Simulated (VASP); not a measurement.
# Gd (Pm-3m) in VASP: a series of runs

Runs on Gd. Level: PBE. Tasks: single point.

Program: VASP 6.6.1. These are calculated values, not measurements. Logs are shortened: lines on timing, memory, paths and dates and some standing lists are left out, and cuts for length are marked.

### Step 1. The cell of the first run

It takes space group Pm-3m (No. 221, cubic). Conventional cell: a = 3.136 Å, b = 3.136 Å, c = 3.136 Å, α = 90.00°, β = 90.00°, γ = 90.00°. Gd (site symmetry m-3m) has 6 Gd at 3.14 Å within 4.1 Å.

This isn't the form of Gd at room conditions, which is hcp.

### Step 2. Single point, PBE, collinear spin, ferromagnetic start (30.84 Å³/atom)

INCAR

```
  PREC = Accurate
  ENCUT = 520
  EDIFF = 1E-7
  ISMEAR = -1
  SIGMA = 0.08
  LREAL = F
  LASPH = T
  NELM = 150
  ALGO = Normal
  ISIF = 2
  LWAVE = F
  LCHARG = F
  ISPIN = 2
  MAGMOM = 7
  LORBIT = 11
  LMAXMIX = 6
  GGA = PE
  NBANDS = 19
```

KPOINTS

```
regular mesh
0
Gamma
  13 13 13
```

POSCAR

```
Gd
1.0
    3.1359671640      0.0000000000      0.0000000000
    0.0000000000      3.1359671640      0.0000000000
    0.0000000000      0.0000000000      3.1359671640
Gd
1
Direct
    0.0000000000      0.0000000000      0.0000000000
```

Potentials or basis: VASP PAW PBE potentials, release 64 (Gd).

Started as:

```
> cat potpaw_PBE.64/Gd/POTCAR > POTCAR
> mpirun -np 1 vasp_std > vasp.out
```

OUTCAR:

```text
PREC = Accurate
   ENCUT = 520
   EDIFF = 1E-7
   ISMEAR = -1
   LREAL = F
   LASPH = T
   NELM = 150
   ISIF = 2
   ISPIN = 2
   LORBIT = 11
   GGA = PE

 ion  position               nearest neighbor table
   1  0.000  0.000  0.000-

  LATTYP: Found a simple cubic cell.
 ALAT       =     3.1359671640

  Lattice vectors:

 A1 = (   3.1359671640,   0.0000000000,   0.0000000000)
 A2 = (   0.0000000000,   3.1359671640,   0.0000000000)
 A3 = (   0.0000000000,   0.0000000000,   3.1359671640)

Analysis of symmetry for initial positions (statically):
=====================================================================
 Subroutine PRICEL returns:
 Original cell was already a primitive cell.

 Routine SETGRP: Setting up the symmetry group for a
 simple cubic supercell.

 Subroutine GETGRP returns: Found 48 space group operations
 (whereof 48 operations were pure point group operations)
 out of a pool of 48 trial point group operations.

The static configuration has the point symmetry O_h .

Analysis of symmetry for dynamics (positions and initial velocities):
=====================================================================
 Subroutine PRICEL returns:
 Original cell was already a primitive cell.

 Routine SETGRP: Setting up the symmetry group for a
 simple cubic supercell.

 Subroutine GETGRP returns: Found 48 space group operations
 (whereof 48 operations were pure point group operations)
 out of a pool of 48 trial point group operations.

The dynamic configuration has the point symmetry O_h .

Analysis of structural, dynamic, and magnetic symmetry:
=====================================================================
 Subroutine PRICEL returns:
 Original cell was already a primitive cell.

 Routine SETGRP: Setting up the symmetry group for a
 simple cubic supercell.

 Subroutine GETGRP returns: Found 48 space group operations
 (whereof 48 operations were pure point group operations)
 out of a pool of 48 trial point group operations.

The overall configuration has the point symmetry O_h .

 Subroutine INISYM returns: Found 48 space group operations
 (whereof 48 operations are pure point group operations),
 and found     1 'primitive' translations

----------------------------------------------------------------------------------------

                                     Primitive cell

  volume of cell :      30.8400

  direct lattice vectors                    reciprocal lattice vectors
     3.135967164  0.000000000  0.000000000     0.318880890  0.000000000  0.000000000
     0.000000000  3.135967164  0.000000000     0.000000000  0.318880890  0.000000000
     0.000000000  0.000000000  3.135967164     0.000000000  0.000000000  0.318880890

  length of vectors
     3.135967164  3.135967164  3.135967164     0.318880890  0.318880890  0.318880890

  position of ions in fractional coordinates (direct lattice)
     0.000000000  0.000000000  0.000000000

  ion indices of the primitive-cell ions
   primitive index   ion index
                 1           1

----------------------------------------------------------------------------------------

 KPOINTS: regular mesh

Automatic generation of k-mesh.
 Grid dimensions read from file:
 generate k-points for:   13   13   13

 Generating k-lattice:

  Cartesian coordinates                     Fractional coordinates (reciprocal lattice)
     0.024529299  0.000000000  0.000000000     0.076923077  0.000000000  0.000000000
     0.000000000  0.024529299  0.000000000     0.000000000  0.076923077  0.000000000
     0.000000000  0.000000000  0.024529299     0.000000000  0.000000000  0.076923077

  Length of vectors
     0.024529299  0.024529299  0.024529299

  Shift w.r.t. Gamma in fractional coordinates (k-lattice)
     0.000000000  0.000000000  0.000000000

 Subroutine IBZKPT returns following result:
 ===========================================

 Found     84 irreducible k-points:

 Following reciprocal coordinates:
            Coordinates               Weight
  0.000000  0.000000  0.000000      1.000000
  0.076923  0.000000  0.000000      6.000000
  0.153846  0.000000  0.000000      6.000000
  0.230769  0.000000  0.000000      6.000000
  0.307692  0.000000  0.000000      6.000000
  0.384615  0.000000  0.000000      6.000000
[... 16 lines left out ...]
  0.307692  0.307692  0.000000     12.000000
  0.384615  0.307692  0.000000     24.000000
 [... further k-points ...]
   k-points           NKPTS =     84   k-points in BZ     NKDIM =     84   number of bands    NBANDS=     19
   number of dos      NEDOS =    301   number of ions     NIONS =      1
   total plane-waves  NPLWV =  13824
   dimension x,y,z NGX =    24 NGY =   24 NGZ =   24
   dimension x,y,z NGXF=    48 NGYF=   48 NGZF=   48
   ions per type =               1
   NGX,Y,Z   is equivalent  to a cutoff of  12.72, 12.72, 12.72 a.u.
   NGXF,Y,Z  is equivalent  to a cutoff of  25.45, 25.45, 25.45 a.u.
 SYSTEM =  unknown system
   PREC   = accura    normal or accurate (medium, high low for compatibility)
   ISTART =      0    job   : 0-new  1-cont  2-samecut
   ICHARG =      2    charge: 1-file 2-atom 10-const
   ISPIN  =      2    spin polarized calculation?
   LNONCOLLINEAR =      F non collinear calculations
   LSORBIT =      F    spin-orbit coupling
   LASPH  =      T    aspherical Exc in radial PAW
   ENCUT  =  520.0 eV  38.22 Ry    6.18 a.u.   5.83  5.83  5.83*2*pi/ulx,y,z
   NELM   =    150;   NELMIN=  2; NELMDL= -5     # of ELM steps
   EDIFF  = 0.1E-06   stopping-criterion for ELM
   LREAL  =      F    real-space projection
   EDIFFG = 0.1E-05   stopping-criterion for IOM
   NSW    =      0    number of steps for IOM
   IBRION =     -1    ionic relax: 0-MD 1-quasi-New 2-CG
   NFREE  =      0    steps in history (QN), initial steepest desc. (CG)
   ISIF   =      2    stress and relaxation
   ISYM   =      2    0-nonsym 1-usesym 2-fastsym
   POTIM  = 0.5000    time-step for ionic-motion
   TEBEG  =    0.0;   TEEND  =   0.0 temperature during run
   PSTRESS=    0.0 pullay stress
   NELECT =      18.0000    total number of electrons
   NUPDOWN=      -1.0000    fix difference up-down
   EMIN   =  10.00;   EMAX   =-10.00  energy-range for DOS
   EFERMI =   0.00;   METHOD = LEGACY
   ISMEAR =    -1;   SIGMA  =   0.08  broadening in eV -4-tet -1-fermi 0-gaus
   EFERMI_NEDOS =   21; number of points for ismear=-14 and -15
   IALGO  =     38    algorithm
   IMIX   =      4    mixing-type and parameters
     AMIX     =   0.40;   BMIX     =  1.00
     AMIX_MAG =   1.60;   BMIX_MAG =  1.00
  volume/ion in A,a.u.               =      30.84       208.12
  Fermi-wavevector in a.u.,A,eV,Ry     =   1.368130  2.585392 25.467124  1.871781
  Thomas-Fermi vector in A             =   2.494122
   LORBIT       =     11    0 simple, 1 ext, 2 COOP (PROOUT), +10 PAW based schemes
   GGA     = PE    functional components
   LHFCALC =     F    Hartree Fock is set to
   AEXX    =    0.0000 exact exchange contribution
   IVDW    =     0    specifies the selected vdW correction
   LEPSILON=     F    determine dielectric tensor
   LRPA    =     F    only Hartree local field effects (RPA)
 spin polarized calculation
  energy-cutoff  :      520.00
  volume of cell :       30.84
 maximum number of plane-waves:       849
 NGX is ok and might be reduce to    24
   NGX = 11   NGY = 11   NGZ = 11

 number of electron      18.0000013 magnetization       7.7678307

 Free energy of the ion-electron system (eV)
  ---------------------------------------------------
  ext. energy  EPLUGINS =         0.00000000
  ---------------------------------------------------
  free energy    TOTEN  =       -11.06618422 eV

  energy without entropy =      -11.02663562  energy(sigma->0) =      -11.04640992

 E-fermi :   3.2126     XC(G=0): -10.2155

 val. band max:        3.1631309091   @ k =   0.3846   0.3077   0.3077
 cond. band min:       3.2142027503   @ k =   0.3846   0.2308   0.1538
 fundamental gap:      0.0510718412
 Fermi energy:         3.2125762354

 spin component 1

 k-point     1 :       0.0000    0.0000    0.0000
  band No.  band energies     occupation
      1     -42.1740      1.00000
      2     -18.9788      1.00000
      3     -18.9788      1.00000
      4     -18.9788      1.00000
      5      -1.6813      1.00000
      6      -1.6176      1.00000
[... 11 lines left out ...]
     18      14.8081      0.00000
     19      14.8081      0.00000

 k-point     2 :       0.0769    0.0000    0.0000
  band No.  band energies     occupation
      1     -42.1676      1.00000
      2     -19.0606      1.00000
      3     -18.9721      1.00000
      4     -18.9721      1.00000
      5      -1.6232      1.00000
      6      -1.6139      1.00000
[... 476 lines left out ...]
 k-point    24 :       0.3846    0.3077    0.0000
  band No.  band energies     occupation
      1     -41.9993      1.00000
      2     -19.9962      1.00000
      3     -19.7306      1.00000
      4     -18.7973      1.00000
      5      -1.7098      1.00000
      6      -1.6790      1.00000
[... 11 lines left out ...]
     18      12.1036      0.00000
     19      14.3864      0.00000

 [... further k-points ...]

 spin component 2

 k-point     1 :       0.0000    0.0000    0.0000
  band No.  band energies     occupation
      1     -38.8832      1.00000
      2     -16.4756      1.00000
      3     -16.4756      1.00000
      4     -16.4756      1.00000
      5      -0.7605      1.00000
      6       3.3015      0.24763
[... 11 lines left out ...]
     18      15.7422      0.00000
     19      15.7422      0.00000

 k-point     2 :       0.0769    0.0000    0.0000
  band No.  band energies     occupation
      1     -38.8758      1.00000
      2     -16.5685      1.00000
      3     -16.4676      1.00000
      4     -16.4676      1.00000
      5      -0.6093      1.00000
      6       3.3275      0.19205
[... 476 lines left out ...]
 k-point    24 :       0.3846    0.3077    0.0000
  band No.  band energies     occupation
      1     -38.6810      1.00000
      2     -17.6019      1.00000
      3     -17.3039      1.00000
      4     -16.2608      1.00000
      5       2.0356      1.00000
      6       3.4257      0.06513
[... 11 lines left out ...]
     18      13.5940      0.00000
     19      15.5943      0.00000

 [... further k-points ...]

------------------------ aborting loop because EDIFF is reached ----------------------------------------

  FORCE on cell =-STRESS in cart. coord.  units (eV):
  Direction    XX          YY          ZZ          XY          YZ          ZX
  --------------------------------------------------------------------------------------
  -------------------------------------------------------------------------------------
  Total        0.7786829      0.7786829      0.7786829      0.0000000      0.0000000     -0.0000000
  in kB       40.4535537     40.4535537     40.4535537      0.0000000      0.0000000     -0.0000000
  external PRESSURE =      40.4535537 kB  Pullay stress =       0.0000000 kB

 VOLUME and BASIS-vectors are now :
 -----------------------------------------------------------------------------
  energy-cutoff  :      520.00
  volume of cell :       30.84
      direct lattice vectors                 reciprocal lattice vectors
     3.135967164  0.000000000  0.000000000     0.318880890  0.000000000  0.000000000
     0.000000000  3.135967164  0.000000000     0.000000000  0.318880890  0.000000000
     0.000000000  0.000000000  3.135967164     0.000000000  0.000000000  0.318880890

 POSITION                                       TOTAL-FORCE (eV/Angst)
 -----------------------------------------------------------------------------------
      0.00000      0.00000      0.00000         0.000000      0.000000      0.000000
 -----------------------------------------------------------------------------------
    total drift:                                0.000000     -0.000000     -0.000000

  FREE ENERGIE OF THE ION-ELECTRON SYSTEM (eV)
  ---------------------------------------------------
  free  energy   TOTEN  =       -11.0661842157 eV

  energy  without entropy=      -11.0266356198  energy(sigma->0) =      -11.04640992

 total charge

# of ion       s       p       d       f       tot
--------------------------------------------------
    1        2.074   5.540   0.723   6.992  15.329

 magnetization (x)

# of ion       s       p       d       f       tot
--------------------------------------------------
    1        0.026  -0.069   0.372   6.790   7.119
```

Run time: 93 s. Hardware: 1 thread of AMD EPYC 9R45 (Zen 5), shared host; peak memory 0.19 GiB.

What came out:

```
Free energy                                           : -11.0662 eV
Pressure                                              : 4.0 GPa
Net moment                                            : 7.77 μB per cell
Site moments                                          : Gd +7.12 μB
Valence electrons inside the program's atomic spheres : Gd 15.33
```

Levels at points of the mesh, in eV from the Fermi level:
Spin up:
| k point | band 9 | band 10 | band 11 | band 12 | band 13 | band 14 | band 15 | band 16 | band 17 | band 18 |
| --- | --- | --- | --- | --- | --- | --- | --- | --- | --- | --- |
| (0.00, 0.00, 0.00) | -4.76 | -4.76 | -4.76 | -4.69 | -1.57 | -1.57 | 6.19 | 6.19 | 6.19 | 11.60 |
Spin down:
```csv
k point,band 1,band 2,band 3,band 4,band 5,band 6,band 7,band 8,band 9,band 10
"(0.00, 0.00, 0.00)",-42.10,-19.69,-19.69,-19.69,-3.97,0.09,0.09,0.55,0.55,0.55
```

Caveat: the cell stands under pressure; spin-orbit coupling is left out, which moves the levels of the heavy elements; semilocal functionals describe open f shells poorly, which spoils levels, moments and volumes.

### Step 3. Single point, PBE, collinear spin, ferromagnetic start

This run uses another cell than the first one, of 35.05 Å³/atom.

INCAR

```
SYSTEM = Gd
  ALGO = Normal
  EDIFF = 1E-6
  ENCUT = 520
  GGA = PE
  ISIF = 2
  ISMEAR = -1
  ISPIN = 2
  LASPH = .True.
  LCHARG = .False.
  LMAXMIX = 6
  LORBIT = 11
  LREAL = .False.
  LWAVE = .False.
  MAGMOM = 7
  NBANDS = 19
  NELM = 150
  PREC = Accurate
  SIGMA = 0.08
```

KPOINTS

```
k-points
0
Gamma
  13 13 13
  0 0 0
```

POSCAR

```
Gd
1.0
    3.2724821218      0.0000000000      0.0000000000
    0.0000000000      3.2724821218      0.0000000000
    0.0000000000      0.0000000000      3.2724821218
Gd
1
Direct
    0.0000000000      0.0000000000      0.0000000000
```

Potentials or basis: VASP PAW PBE potentials, release 64 (Gd).

Started as:

```
> cat potpaw_PBE.64/Gd/POTCAR > POTCAR
> mpirun -np 1 vasp_std > vasp.out
```

It took 90 s on 1 thread of AMD EPYC 9R45 (Zen 5), shared host; peak memory 0.19 GiB.

It converged, with:

- Free energy: -11.1167 eV
- Pressure: 0.0 GPa
- Net moment: 7.84 μB per cell
- Site moments: Gd +7.12 μB
- Valence electrons inside the program's atomic spheres: Gd 15.26

Levels at points of the mesh, in eV from the Fermi level:
Spin up:
| k point | band 10 | band 11 | band 12 | band 13 | band 14 | band 15 | band 16 | band 17 |
| --- | --- | --- | --- | --- | --- | --- | --- | --- |
| (0.00, 0.00, 0.00) | -4.88 | -4.83 | -4.72 | -1.30 | -1.30 | 5.44 | 5.44 | 5.44 |
Spin down:
```csv
k point,band 1,band 2,band 3,band 4,band 5,band 6,band 7,band 8,band 9,band 10
"(0.00, 0.00, 0.00)",-42.15,-19.94,-19.94,-19.94,-3.80,0.34,0.34,0.46,0.46,0.46
```

Caveat: spin-orbit coupling is left out, which moves the levels of the heavy elements; semilocal functionals describe open f shells poorly, which spoils levels, moments and volumes.

### Step 4. Single point, PBE, collinear spin, ferromagnetic start (35.05 Å³/atom)

This run uses another cell than the first one, of 35.05 Å³/atom.

INCAR

```
PREC     = Accurate       # precision mode
ENCUT    = 520            # plane-wave cutoff, eV
EDIFF    = 1E-6           # SCF threshold, eV
ISMEAR   = -1             # smearing method
SIGMA    = 0.08           # smearing width, eV
LREAL    = F              # projectors in reciprocal space
LASPH    = T              # aspherical terms in the spheres
NELM     = 150            # most SCF steps
ALGO     = Normal         # electronic algorithm
ISIF     = 2              # what is computed and relaxed
LWAVE    = F              # write WAVECAR
LCHARG   = F              # write CHGCAR
ISPIN    = 2              # spin polarisation
MAGMOM   = 7              # initial moments
LORBIT   = 11             # projections on sites
LMAXMIX  = 6              # l up to which the mixer works
GGA      = PE             # functional
NBANDS   = 19             # bands
```

KPOINTS

```
Automatic mesh
0
Gamma
  13 13 13
```

POSCAR is that of step 3.

Potentials or basis: VASP PAW PBE potentials, release 64 (Gd).

Started as:

```
> cat potpaw_PBE.64/Gd/POTCAR > POTCAR
> mpirun -np 1 vasp_std > vasp.out
```

OUTCAR:

```text
PREC = Accurate
   ENCUT = 520
   EDIFF = 1E-6
   ISMEAR = -1
   LREAL = F
   LASPH = T
   NELM = 150
   ISIF = 2
   ISPIN = 2
   LORBIT = 11
   GGA = PE

 ion  position               nearest neighbor table
   1  0.000  0.000  0.000-

  LATTYP: Found a simple cubic cell.
 ALAT       =     3.2724821218

  Lattice vectors:

 A1 = (   3.2724821218,   0.0000000000,   0.0000000000)
 A2 = (   0.0000000000,   3.2724821218,   0.0000000000)
 A3 = (   0.0000000000,   0.0000000000,   3.2724821218)
[... 1262 lines left out ...]
  -------------------------------------------------------------------------------------
  Total        0.0075599      0.0075599      0.0075599     -0.0000000      0.0000000     -0.0000000
  in kB        0.3456175      0.3456175      0.3456175     -0.0000000      0.0000000     -0.0000000
  external PRESSURE =       0.3456175 kB  Pullay stress =       0.0000000 kB

 VOLUME and BASIS-vectors are now :
 -----------------------------------------------------------------------------
  energy-cutoff  :      520.00
  volume of cell :       35.05
      direct lattice vectors                 reciprocal lattice vectors
     3.272482122  0.000000000  0.000000000     0.305578446  0.000000000  0.000000000
     0.000000000  3.272482122  0.000000000     0.000000000  0.305578446  0.000000000
     0.000000000  0.000000000  3.272482122     0.000000000  0.000000000  0.305578446

 POSITION                                       TOTAL-FORCE (eV/Angst)
 -----------------------------------------------------------------------------------
      0.00000      0.00000      0.00000         0.000000      0.000000      0.000000
 -----------------------------------------------------------------------------------
    total drift:                                0.000000      0.000000     -0.000000

  FREE ENERGIE OF THE ION-ELECTRON SYSTEM (eV)
  ---------------------------------------------------
  free  energy   TOTEN  =       -11.1167453973 eV

  energy  without entropy=      -11.0689325367  energy(sigma->0) =      -11.09283897

 total charge

# of ion       s       p       d       f       tot
--------------------------------------------------
    1        2.071   5.545   0.652   6.997  15.264

 magnetization (x)

# of ion       s       p       d       f       tot
--------------------------------------------------
    1        0.024  -0.069   0.367   6.796   7.118
```

stdout:

```text
POSCAR found type information on POSCAR Gd
 POSCAR found :  1 types and       1 ions
 scaLAPACK will be used
 LDA part: xc-table for (Slater+PW92), standard interpolation
 POSCAR, INCAR and KPOINTS ok, starting setup
 FFT: planning ... GRIDC
 FFT: planning ... GRID_SOFT
 FFT: planning ... GRID
 WAVECAR not read
 entering main loop
```

It took 91 s on 1 thread of AMD EPYC 9R45 (Zen 5), shared host; peak memory 0.19 GiB.

What came out:

```yaml
Free_energy: -11.1167 eV
Pressure: 0.0 GPa
Net_moment: 7.84 μB per cell
Site_moments: Gd +7.12 μB
Valence_electrons_inside_the_program's_atomic_spheres: Gd 15.26
```

Caveat: spin-orbit coupling is left out, which moves the levels of the heavy elements; semilocal functionals describe open f shells poorly, which spoils levels, moments and volumes. The state reached can hang on the start; a lower one may exist.
